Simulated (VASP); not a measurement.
Runs of VASP 6.6.1 on Pd. The structure is that of space group Pm-3m (No. 221), or close to it. The cells are those of the table. 

```tsv
task	cell	k mesh	cutoff (eV)	gap on the mesh (eV)	pressure (GPa)	relaxed volume (Å³/atom)
single point	a = 2.566 Å, 1 atom	22 × 22 × 22	520	none	-0.4	-
single point	a = 2.570 Å, 1 atom	6 × 6 × 6	520	none	-0.4	-
single point	a = 2.506 Å, 1 atom	8 × 8 × 8	520	none	(a)	-
relaxation of cell and atoms	relaxed from a = 2.506 Å, 1 atom	6 × 6 × 6	600	none	-0.3	16.95
relaxation of cell and atoms	relaxed from a = 2.570 Å, 1 atom	22 × 22 × 22	600	none	0.0	16.84
```

Alike in all rows: level PBEsol; potentials or basis VASP PAW PBE potentials, release 64 (Pd); no spin polarisation; smearing gaussian 0.1 eV.

Problem. Fill in the values left out.

Solution. (a) 12.2.

Caveats: some runs use coarse meshes; the PAW data sets were made with another functional, which shifts forces and pressure a little.

A k mesh can miss the band edges, and the runs leave out spin-orbit coupling on Pd.

A gap of «none» marks levels without a gap at the run's occupations.
